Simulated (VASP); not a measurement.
Runs of VASP 6.6.1 on Si. The structure is that of space group I4_1/amd (No. 141), or close to it. The cells are those of the table. 

```tsv
cell	gap on the mesh (eV)	pressure (GPa)
a = 3.670 Å, angles 97.5, 97.5, 137.5°, 2 atoms	none	(a)
a = 3.607 Å, angles 97.8, 97.8, 136.8°, 2 atoms	none	3.2
a = 3.628 Å, angles 97.7, 97.7, 137.0°, 2 atoms	none	1.5
a = 3.545 Å, angles 98.1, 98.1, 136.0°, 2 atoms	none	9.0
a = 3.649 Å, angles 97.6, 97.6, 137.3°, 2 atoms	none	(b)
```

Alike in all rows: task single point; level PBE; potentials or basis VASP PAW PBE potentials, release 64 (Si); no spin polarisation; k mesh 15 × 15 × 15; cutoff (eV) 520; smearing fermi-dirac 0.1 eV.

Problem. Estimate the missing entries.

Solution. (a) -1.4; (b) 0.0.

Caveats: the cell stands under pressure (at least some runs).

A gap of «none» marks levels without a gap at the run's occupations.
